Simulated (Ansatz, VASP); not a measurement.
## One calculation of MgO, two programs

```
CELL_PARAMETERS angstrom
0.00000 2.10850 2.10850
2.10850 0.00000 2.10850
2.10850 2.10850 0.00000
ATOMIC_POSITIONS crystal
Mg 0.00000 0.00000 0.00000
O 0.50000 0.50000 0.50000
```

Alike in both runs: task relaxation of cell and atoms; functional r2SCAN; k mesh 20 × 20 × 20; occupations fermi-dirac, width 0.1 eV; no spin polarisation.

|  | VASP | Ansatz |
| --- | --- | --- |
| version | VASP 6.6.1 | Ansatz 0.2.0 |
| potentials or method | VASP PAW PBE potentials, release 64 (Mg, O) | PAW with Ansatz's default frozen-core files, scalar-relativistic |
| plane-wave cutoff (eV) | 600 | 500 |
| valence electrons in the cell | 8 | 16 |

VASP gave:

```
relaxed volume (Å³/atom)                                        : 9.21
relaxed length of the cell vector where the two differ most in proportion (Å) : 2.965
```

Q: Estimate Ansatz's values.

A: Relaxed volume (Å³/atom): 9.29; relaxed length of the cell vector where the two differ most in proportion (Å): 2.973.

VASP's potentials were made for PBE, not for r2SCAN. VASP's potentials hold 8 valence electrons a cell and Ansatz's 16, so a difference there can come from the potentials and not from the codes.
